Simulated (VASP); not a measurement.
Input of a VASP 6.6.1 run:

The input INCAR:

```
SYSTEM = ZnS
PREC = Accurate
ENCUT = 500
EDIFF = 1E-6
ISMEAR = -1
SIGMA = 0.05
LREAL = .FALSE.
LASPH = .TRUE.
NELM = 120
ALGO = Normal
ISIF = 2
LWAVE = .FALSE.
LCHARG = .FALSE.
GGA = LIBXC
LIBXC1 = GGA_X_B88
LIBXC2 = GGA_C_PBE
NBANDS = 16
GGA_COMPAT = .FALSE.
```

KPOINTS

```
Automatic mesh
0
G
  9 9 9
  0 0 0
```

Contents of POSCAR:

```
ZnS
1.0
    0.0000000000      2.7198945612      2.7198945612
    2.7198945612      0.0000000000      2.7198945612
    2.7198945612      2.7198945612      0.0000000000
Zn S
1 1
Direct
    0.7500000000      0.7500000000      0.7500000000
    0.0000000000      0.0000000000      0.0000000000
```

Potentials or basis: VASP PAW PBE potentials, release 64 (Zn, S).

Command:

```bash
$ cat potpaw_PBE.64/Zn/POTCAR potpaw_PBE.64/S/POTCAR > POTCAR
$ mpirun -np 1 vasp_std > vasp.out
```

Estimate the band gap on the k mesh.

2.03 eV.

What does it give for the pressure?

0.2 GPa.

Caveat: the PAW data sets were made with another functional, which shifts forces and pressure a little.

**Experimental background.**

“Electronic, vibrational, and thermodynamic properties of ZnS (zincblende and rocksalt structure)”, 2009, arxiv:0911.5022 quotes, for a bulk crystal of ZnS at 19 K: band gap 3.85 eV (direct).

A measured gap of ZnS is 3.85 eV (direct; 19 K; quoted in “Electronic, vibrational, and thermodynamic properties of ZnS (zincblende and rocksalt structure)”, 2009, arxiv:0911.5022); the calculated 2.03 eV misses it by -1.82 eV. The value is that of b88 exchange, pbe correlation, without temperature or zero-point motion.
